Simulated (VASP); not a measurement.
# Au (Pm-3m) in VASP: notebook

Au is run at these levels: PBE; tasks: single point.

Everything below comes from runs of VASP 6.6.1. Logs are shortened: lines on timing, memory, paths and dates and some standing lists are left out, and cuts for length are marked.

### Step 1. The cell of the first run

Symmetry: Pm-3m, No. 221, cubic system. Conventional cell: a = 2.547 Å, b = 2.547 Å, c = 2.547 Å, α = 90.00°, β = 90.00°, γ = 90.00°. Au (site symmetry m-3m) has 6 Au at 2.55 Å within 3.4 Å.

This isn't the form of Au at room conditions, which is fcc.

### Step 2. Single point, PBE

Contents of INCAR:

```
ALGO = Normal
EDIFF = 1E-6
ENCUT = 520
GGA = PE
ISIF = 2
ISMEAR = 1
LASPH = T
LCHARG = F
LREAL = F
LWAVE = F
NBANDS = 12
NELM = 60
PREC = Accurate
SIGMA = 0.05
```

Contents of KPOINTS:

```
k-points
0
Gamma
  17 17 17
```

Contents of POSCAR:

```
Au
1.0
    2.5474309255      0.0000000000      0.0000000000
    0.0000000000      2.5474309255      0.0000000000
    0.0000000000      0.0000000000      2.5474309255
Au
1
Direct
    0.0000000000      0.0000000000      0.0000000000
```

Potentials or basis: VASP PAW PBE potentials, release 64 (Au).

On the command line:

```bash
> cat potpaw_PBE.64/Au/POTCAR > POTCAR
> mpirun -np 1 vasp_std > vasp.out
```

OUTCAR:

```text
EDIFF = 1E-6
   ENCUT = 520
   GGA = PE
   ISIF = 2
   ISMEAR = 1
   LASPH = T
   LREAL = F
   NELM = 60
   PREC = Accurate

 ion  position               nearest neighbor table
   1  0.000  0.000  0.000-

  LATTYP: Found a simple cubic cell.
 ALAT       =     2.5474309255

  Lattice vectors:

 A1 = (   2.5474309255,   0.0000000000,   0.0000000000)
 A2 = (   0.0000000000,   2.5474309255,   0.0000000000)
 A3 = (   0.0000000000,   0.0000000000,   2.5474309255)

Analysis of symmetry for initial positions (statically):
=====================================================================
 Subroutine PRICEL returns:
 Original cell was already a primitive cell.

 Routine SETGRP: Setting up the symmetry group for a
 simple cubic supercell.

 Subroutine GETGRP returns: Found 48 space group operations
 (whereof 48 operations were pure point group operations)
 out of a pool of 48 trial point group operations.

The static configuration has the point symmetry O_h .

Analysis of symmetry for dynamics (positions and initial velocities):
=====================================================================
 Subroutine PRICEL returns:
 Original cell was already a primitive cell.

 Routine SETGRP: Setting up the symmetry group for a
 simple cubic supercell.

 Subroutine GETGRP returns: Found 48 space group operations
 (whereof 48 operations were pure point group operations)
 out of a pool of 48 trial point group operations.

The dynamic configuration has the point symmetry O_h .

 Subroutine INISYM returns: Found 48 space group operations
 (whereof 48 operations are pure point group operations),
 and found     1 'primitive' translations

----------------------------------------------------------------------------------------

                                     Primitive cell

  volume of cell :      16.5313

  direct lattice vectors                    reciprocal lattice vectors
     2.547430926  0.000000000  0.000000000     0.392552351  0.000000000  0.000000000
     0.000000000  2.547430926  0.000000000     0.000000000  0.392552351  0.000000000
     0.000000000  0.000000000  2.547430926     0.000000000  0.000000000  0.392552351

  length of vectors
     2.547430926  2.547430926  2.547430926     0.392552351  0.392552351  0.392552351

  position of ions in fractional coordinates (direct lattice)
     0.000000000  0.000000000  0.000000000

  ion indices of the primitive-cell ions
   primitive index   ion index
                 1           1

----------------------------------------------------------------------------------------

 KPOINTS: k-points

Automatic generation of k-mesh.
 Grid dimensions read from file:
 generate k-points for:   17   17   17

 Generating k-lattice:

  Cartesian coordinates                     Fractional coordinates (reciprocal lattice)
     0.023091315  0.000000000  0.000000000     0.058823529  0.000000000  0.000000000
     0.000000000  0.023091315  0.000000000     0.000000000  0.058823529  0.000000000
     0.000000000  0.000000000  0.023091315     0.000000000  0.000000000  0.058823529

  Length of vectors
     0.023091315  0.023091315  0.023091315

  Shift w.r.t. Gamma in fractional coordinates (k-lattice)
     0.000000000  0.000000000  0.000000000

 Subroutine IBZKPT returns following result:
 ===========================================

 Found    165 irreducible k-points:

 Following reciprocal coordinates:
            Coordinates               Weight
  0.000000  0.000000  0.000000      1.000000
  0.058824  0.000000  0.000000      6.000000
  0.117647  0.000000  0.000000      6.000000
  0.176471  0.000000  0.000000      6.000000
  0.235294  0.000000  0.000000      6.000000
  0.294118  0.000000  0.000000      6.000000
[... 16 lines left out ...]
  0.411765  0.117647  0.000000     24.000000
  0.470588  0.117647  0.000000     24.000000
 [... further k-points ...]
   k-points           NKPTS =    165   k-points in BZ     NKDIM =    165   number of bands    NBANDS=     12
   number of dos      NEDOS =    301   number of ions     NIONS =      1
   total plane-waves  NPLWV =   8000
   dimension x,y,z NGX =    20 NGY =   20 NGZ =   20
   dimension x,y,z NGXF=    40 NGYF=   40 NGZF=   40
   ions per type =               1
   NGX,Y,Z   is equivalent  to a cutoff of  13.05, 13.05, 13.05 a.u.
   NGXF,Y,Z  is equivalent  to a cutoff of  26.10, 26.10, 26.10 a.u.
 SYSTEM =  unknown system
   PREC   = accura    normal or accurate (medium, high low for compatibility)
   ISTART =      0    job   : 0-new  1-cont  2-samecut
   ICHARG =      2    charge: 1-file 2-atom 10-const
   ISPIN  =      1    spin polarized calculation?
   LNONCOLLINEAR =      F non collinear calculations
   LSORBIT =      F    spin-orbit coupling
   LASPH  =      T    aspherical Exc in radial PAW
   ENCUT  =  520.0 eV  38.22 Ry    6.18 a.u.   4.74  4.74  4.74*2*pi/ulx,y,z
   NELM   =     60;   NELMIN=  2; NELMDL= -5     # of ELM steps
   EDIFF  = 0.1E-05   stopping-criterion for ELM
   LREAL  =      F    real-space projection
   EDIFFG = 0.1E-04   stopping-criterion for IOM
   NSW    =      0    number of steps for IOM
   IBRION =     -1    ionic relax: 0-MD 1-quasi-New 2-CG
   NFREE  =      0    steps in history (QN), initial steepest desc. (CG)
   ISIF   =      2    stress and relaxation
   ISYM   =      2    0-nonsym 1-usesym 2-fastsym
   POTIM  = 0.5000    time-step for ionic-motion
   TEBEG  =    0.0;   TEEND  =   0.0 temperature during run
   PSTRESS=    0.0 pullay stress
   NELECT =      11.0000    total number of electrons
   NUPDOWN=      -1.0000    fix difference up-down
   EMIN   =  10.00;   EMAX   =-10.00  energy-range for DOS
   EFERMI =   0.00;   METHOD = LEGACY
   ISMEAR =     1;   SIGMA  =   0.05  broadening in eV -4-tet -1-fermi 0-gaus
   EFERMI_NEDOS =   21; number of points for ismear=-14 and -15
   IALGO  =     38    algorithm
   IMIX   =      4    mixing-type and parameters
     AMIX     =   0.40;   BMIX     =  1.00
     AMIX_MAG =   1.60;   BMIX_MAG =  1.00
  volume/ion in A,a.u.               =      16.53       111.56
  Fermi-wavevector in a.u.,A,eV,Ry     =   1.429234  2.700860 27.792751  2.042710
  Thomas-Fermi vector in A             =   2.549210
   LORBIT       =      0    0 simple, 1 ext, 2 COOP (PROOUT), +10 PAW based schemes
   GGA     = PE    functional components
   LHFCALC =     F    Hartree Fock is set to
   AEXX    =    0.0000 exact exchange contribution
   IVDW    =     0    specifies the selected vdW correction
   LEPSILON=     F    determine dielectric tensor
   LRPA    =     F    only Hartree local field effects (RPA)
 non-spin polarized calculation
 Methfessel and Paxton  Order N= 1 SIGMA  =   0.05
  energy-cutoff  :      520.00
  volume of cell :       16.53
 maximum number of plane-waves:       461
 NGX is ok and might be reduce to    20
   NGX =  9   NGY =  9   NGZ =  9

 number of electron      10.9999999 magnetization

 Free energy of the ion-electron system (eV)
  ---------------------------------------------------
  ext. energy  EPLUGINS =         0.00000000
  ---------------------------------------------------
  free energy    TOTEN  =        -2.56067495 eV

  energy without entropy =       -2.56065334  energy(sigma->0) =       -2.56066775

 E-fermi :   9.7511     XC(G=0): -12.7664

 val. band max:        9.7413795852   @ k =   0.4706   0.4706   0.1176
 cond. band min:       9.7694945071   @ k =   0.4118   0.1765   0.1765
 fundamental gap:      0.0281149219
 Fermi energy:         9.7511389625

 k-point     1 :       0.0000    0.0000    0.0000
  band No.  band energies     occupation
      1      -0.1583      2.00000
      2       2.2296      2.00000
      3       2.2296      2.00000
      4       8.2526      2.00000
      5       8.2526      2.00000
      6       8.2526      2.00000
      7      24.7753      0.00000
      8      24.7753      0.00000
      9      24.7753      0.00000
     10      30.8146      0.00000
     11      33.5018      0.00000
     12      33.5018      0.00000

 k-point     2 :       0.0588    0.0000    0.0000
  band No.  band energies     occupation
      1      -0.0545      2.00000
      2       2.2479      2.00000
      3       2.3214      2.00000
      4       8.1646      2.00000
      5       8.1646      2.00000
      6       8.2595      2.00000
      7      24.0092      0.00000
      8      24.9565      0.00000
      9      24.9565      0.00000
     10      31.3046      0.00000
     11      32.8652      0.00000
     12      33.9194      0.00000

 k-point     3 :       0.1176    0.0000    0.0000
  band No.  band energies     occupation
      1       0.2358      2.00000
      2       2.3006      2.00000
      3       2.6079      2.00000
      4       7.9207      2.00000
      5       7.9207      2.00000
      6       8.2794      2.00000
      7      22.3691      0.00000
      8      25.4753      0.00000
      9      25.4753      0.00000
     10      31.5831      0.00000
     11      31.8582      0.00000
     12      35.4079      0.00000
[... 286 lines left out ...]
 k-point    23 :       0.4118    0.1176    0.0000
  band No.  band energies     occupation
      1       2.4979      2.00000
      2       3.1769      2.00000
      3       5.1849      2.00000
      4       6.2872      2.00000
      5       8.1474      2.00000
      6       8.1563      2.00000
      7      14.2407      0.00000
      8      26.2849      0.00000
      9      27.8104      0.00000
     10      30.4498      0.00000
     11      31.1805      0.00000
     12      37.4628      0.00000

 k-point    24 :       0.4706    0.1176    0.0000
  band No.  band energies     occupation
      1       2.6240      2.00000
      2       3.2553      2.00000
      3       5.0835      2.00000
      4       6.1672      2.00000
      5       8.1634      2.00000
      6       9.1490      2.00000
      7      13.1090      0.00000
      8      26.3183      0.00000
      9      28.3292      0.00000
     10      29.2544      0.00000
     11      31.8316      0.00000
     12      36.8209      0.00000

 [... further k-points ...]

------------------------ aborting loop because EDIFF is reached ----------------------------------------

  FORCE on cell =-STRESS in cart. coord.  units (eV):
  Direction    XX          YY          ZZ          XY          YZ          ZX
  --------------------------------------------------------------------------------------
  -------------------------------------------------------------------------------------
  Total        4.6006694      4.6006694      4.6006694      0.0000000      0.0000000     -0.0000000
  in kB      445.8865321    445.8865321    445.8865321      0.0000000      0.0000000     -0.0000000
  external PRESSURE =     445.8865321 kB  Pullay stress =       0.0000000 kB

 VOLUME and BASIS-vectors are now :
 -----------------------------------------------------------------------------
  energy-cutoff  :      520.00
  volume of cell :       16.53
      direct lattice vectors                 reciprocal lattice vectors
     2.547430926  0.000000000  0.000000000     0.392552351  0.000000000  0.000000000
     0.000000000  2.547430926  0.000000000     0.000000000  0.392552351  0.000000000
     0.000000000  0.000000000  2.547430926     0.000000000  0.000000000  0.392552351

 POSITION                                       TOTAL-FORCE (eV/Angst)
 -----------------------------------------------------------------------------------
      0.00000      0.00000      0.00000         0.000000      0.000000      0.000000
 -----------------------------------------------------------------------------------
    total drift:                               -0.000000     -0.000000     -0.000000

  FREE ENERGIE OF THE ION-ELECTRON SYSTEM (eV)
  ---------------------------------------------------
  free  energy   TOTEN  =        -2.5606749494 eV

  energy  without entropy=       -2.5606533401  energy(sigma->0) =       -2.56066775
```

Run time: 24 s. Hardware: 1 thread of AMD EPYC 7R13, shared host; peak memory 0.12 GiB.

What came out:

```yaml
Free_energy: -2.5607 eV
Pressure: 44.6 GPa
Band_gap_on_the_k_mesh: zero (an odd number of electrons rules out a gap without spin polarisation)
```

Caveat: the cell stands under pressure; spin-orbit coupling is left out, which moves the levels of the heavy elements.

### Step 3. Single point, PBE

This run uses another cell than the first one, of 17.41 Å³/atom.

Contents of INCAR:

```
SYSTEM = Au
ALGO = Normal
EDIFF = 1E-6
ENCUT = 520
GGA = PE
ISIF = 2
ISMEAR = 1
LASPH = .TRUE.
LCHARG = .TRUE.
LELF = .TRUE.
LREAL = .FALSE.
LVHAR = .TRUE.
LWAVE = .FALSE.
NBANDS = 12
NELM = 100
PREC = Accurate
SIGMA = 0.05
```

Contents of KPOINTS:

```
k-points
0
G
  17 17 17
  0 0 0
```

Contents of POSCAR:

```
Au
1.0
    2.5917909593      0.0000000000      0.0000000000
    0.0000000000      2.5917909593      0.0000000000
    0.0000000000      0.0000000000      2.5917909593
Au
1
Direct
    0.0000000000      0.0000000000      0.0000000000
```

Potentials or basis: VASP PAW PBE potentials, release 64 (Au).

On the command line:

```bash
> cat potpaw_PBE.64/Au/POTCAR > POTCAR
> mpirun -np 1 vasp_std > vasp.out
```

OUTCAR:

```text
SYSTEM = Au
   EDIFF = 1E-6
   ENCUT = 520
   GGA = PE
   ISIF = 2
   ISMEAR = 1
   LASPH = .TRUE.
   LREAL = .FALSE.
   NELM = 100
   PREC = Accurate

 ion  position               nearest neighbor table
   1  0.000  0.000  0.000-

  LATTYP: Found a simple cubic cell.
 ALAT       =     2.5917909593

  Lattice vectors:

 A1 = (   2.5917909593,   0.0000000000,   0.0000000000)
 A2 = (   0.0000000000,   2.5917909593,   0.0000000000)
 A3 = (   0.0000000000,   0.0000000000,   2.5917909593)

Analysis of symmetry for initial positions (statically):
=====================================================================
 Subroutine PRICEL returns:
 Original cell was already a primitive cell.

 Routine SETGRP: Setting up the symmetry group for a
 simple cubic supercell.

 Subroutine GETGRP returns: Found 48 space group operations
 (whereof 48 operations were pure point group operations)
 out of a pool of 48 trial point group operations.

The static configuration has the point symmetry O_h .

[... 167 lines left out ...]
  band No.  band energies     occupation
      1      -0.4983      2.00000
      2       1.8482      2.00000
      3       1.8482      2.00000
      4       7.3919      2.00000
      5       7.3919      2.00000
      6       7.3919      2.00000
      7      23.6413      0.00000
      8      23.6413      0.00000
      9      23.6413      0.00000
     10      29.3788      0.00000
     11      32.0119      0.00000
     12      32.0119      0.00000
[... 331 lines left out ...]
 k-point    24 :       0.4706    0.1176    0.0000
  band No.  band energies     occupation
      1       2.1753      2.00000
      2       2.7855      2.00000
      3       4.5225      2.00000
      4       5.4930      2.00000
      5       7.3112      2.00000
      6       8.4440      2.00000
      7      11.9761      0.00000
      8      25.3740      0.00000
      9      27.0707      0.00000
     10      28.0322      0.00000
     11      30.3926      0.00000
     12      35.3274      0.00000

 [... further k-points ...]

------------------------ aborting loop because EDIFF is reached ----------------------------------------

  FORCE on cell =-STRESS in cart. coord.  units (eV):
  Direction    XX          YY          ZZ          XY          YZ          ZX
  --------------------------------------------------------------------------------------
  -------------------------------------------------------------------------------------
  Total        3.2195227      3.2195227      3.2195227      0.0000000      0.0000000      0.0000000
  in kB      296.2798849    296.2798849    296.2798849      0.0000000      0.0000000      0.0000000
  external PRESSURE =     296.2798849 kB  Pullay stress =       0.0000000 kB

 VOLUME and BASIS-vectors are now :
 -----------------------------------------------------------------------------
  energy-cutoff  :      520.00
  volume of cell :       17.41
      direct lattice vectors                 reciprocal lattice vectors
     2.591790959  0.000000000  0.000000000     0.385833586  0.000000000  0.000000000
     0.000000000  2.591790959  0.000000000     0.000000000  0.385833586  0.000000000
     0.000000000  0.000000000  2.591790959     0.000000000  0.000000000  0.385833586

 POSITION                                       TOTAL-FORCE (eV/Angst)
 -----------------------------------------------------------------------------------
      0.00000      0.00000      0.00000         0.000000      0.000000      0.000000
 -----------------------------------------------------------------------------------
    total drift:                               -0.000000      0.000000     -0.000000

  FREE ENERGIE OF THE ION-ELECTRON SYSTEM (eV)
  ---------------------------------------------------
  free  energy   TOTEN  =        -2.7628702638 eV

  energy  without entropy=       -2.7629232110  energy(sigma->0) =       -2.76288791
```

OSZICAR:

```text
N       E                     dE             d eps       ncg     rms          rms(c)
DAV:   1     0.492577404768E+02    0.49258E+02   -0.55600E+03  4112   0.812E+02
DAV:   2    -0.240330243752E+01   -0.51661E+02   -0.48962E+02  4668   0.188E+02
DAV:   3    -0.307150930156E+01   -0.66821E+00   -0.66786E+00  4664   0.205E+01
DAV:   4    -0.307412777349E+01   -0.26185E-02   -0.26183E-02  4556   0.145E+00
DAV:   5    -0.307414976353E+01   -0.21990E-04   -0.21989E-04  4680   0.128E-01    0.105E+01
DAV:   6    -0.278759542838E+01    0.28655E+00   -0.74545E-01  4180   0.693E+00    0.680E+00
DAV:   7    -0.276632971088E+01    0.21266E-01   -0.51758E-02  4600   0.185E+00    0.321E+00
DAV:   8    -0.276289998800E+01    0.34297E-02   -0.33776E-03  4512   0.513E-01    0.283E-01
DAV:   9    -0.276286447438E+01    0.35514E-04   -0.10231E-04  4452   0.856E-02    0.350E-02
DAV:  10    -0.276287036669E+01   -0.58923E-05   -0.40249E-06  4520   0.170E-02    0.369E-03
DAV:  11    -0.276287026376E+01    0.10292E-06   -0.41702E-08  2332   0.175E-03
   1 F= -.27628703E+01 E0= -.27628879E+01  d E =0.529472E-04
```

Run time: 27 s. Hardware: 1 thread of AMD EPYC 7R13, shared host; peak memory 0.12 GiB.

What came out:

| Quantity | Value |
| --- | --- |
| Free energy | -2.7629 eV |
| Pressure | 29.6 GPa |
| Band gap on the k mesh | zero (an odd number of electrons rules out a gap without spin polarisation) |

Levels at points of the mesh, in eV from the Fermi level:
```
           k point  band 4  band 5  band 6  band 7  band 8  band 9
(0.00, 0.00, 0.00)   -1.45   -1.45   -1.45   14.80   14.80   14.80
```

Caveat: the cell stands under pressure; spin-orbit coupling is left out, which moves the levels of the heavy elements.
